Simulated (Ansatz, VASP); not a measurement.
## C: VASP beside Ansatz

```xyz
12
Lattice="1.7801 -1.7801 0.0000 1.7801 0.0000 -1.7801 7.4173 7.1206 6.8239" Properties=species:S:1:pos:R:3 pbc="T T T"
C     4.3022    0.7420    0.7420
C     0.7420    0.7420    0.7420
C     4.3022    2.5221    2.5221
C     7.8625    4.3022    4.3022
C     7.8625    2.5221    2.5221
C     7.8625    6.0824    6.0824
C     5.1923    1.6320    1.6320
C     5.1923   -0.1481   -0.1481
C     5.1923    3.4122    3.4122
C     8.7526    5.1923    5.1923
C     5.1923    5.1923    5.1923
C     1.6320   -0.1481   -0.1481
```

Alike in both runs: task single point; functional r2SCAN; k mesh 10 × 10 × 2; occupations gaussian, width 0.05 eV; no spin polarisation.

|  | VASP | Ansatz |
| --- | --- | --- |
| version | VASP 6.6.1 | Ansatz 0.2.0 |
| potentials or method | VASP PAW PBE potentials, release 64 (C), cutoff 520 eV | scalar-relativistic, plane waves, PAW |
| valence electrons in the cell | 48 | 48 |

VASP gave:

```
gap on the k mesh at the Fermi level (eV)                     : 3.24
least direct gap on the mesh (eV)                             : 5.15
pressure (GPa)                                                : 1.2
traceless stress, the component that is largest in VASP (GPa) : -14.54
rms of the force components (eV/Å)                            : 0.761
```

Task: What did Ansatz give for the same quantities?

Result: gap on the k mesh at the Fermi level (eV): 3.27; least direct gap on the mesh (eV): 5.18; pressure (GPa): 0.1; traceless stress, the component that is largest in VASP (GPa): -14.55; rms of the force components (eV/Å): 0.765.

VASP's potentials were made for PBE, not for r2SCAN. Atom by atom the forces differ by 0.005 eV/Å (rms over components).
